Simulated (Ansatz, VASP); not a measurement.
## Two plane-wave programs on PdRh

```xyz
2
Lattice="1.3792 0.7963 4.4952 -1.3792 0.7963 4.4952 0.0000 -1.5926 4.4952" Properties=species:S:1:pos:R:3 pbc="T T T"
Pd    0.0000    0.0000    0.0000
Rh    0.0000    0.0000    6.7429
```

Alike in both runs: task single point; functional LDA; k mesh 9 × 9 × 9; occupations gaussian, width 0.1 eV; no spin polarisation.

|  | VASP | Ansatz |
| --- | --- | --- |
| version | VASP 6.6.1 | Ansatz 0.2.0 |
| potentials or method | VASP PAW LDA potentials, release 64 (Pd, Rh_pv), cutoff 500 eV | scalar-relativistic, plane waves, PAW |
| valence electrons in the cell | 25 | 35 |

Ansatz gave:

- gap on the k mesh at the Fermi level (eV): none
- pressure (GPa): -17.4
- traceless stress, the component that is largest in VASP (GPa): -0.52

Which values does VASP return?

gap on the k mesh at the Fermi level (eV): none; pressure (GPa): -16.9; traceless stress, the component that is largest in VASP (GPa): -0.46.

LDA's correlation is that of Perdew and Zunger in VASP and of Perdew and Wang (1992) in Ansatz. A gap of «none» marks a metal or a gap that the smearing closes. VASP's potentials hold 25 valence electrons a cell and Ansatz's 35, so a difference there can come from the potentials and not from the codes.
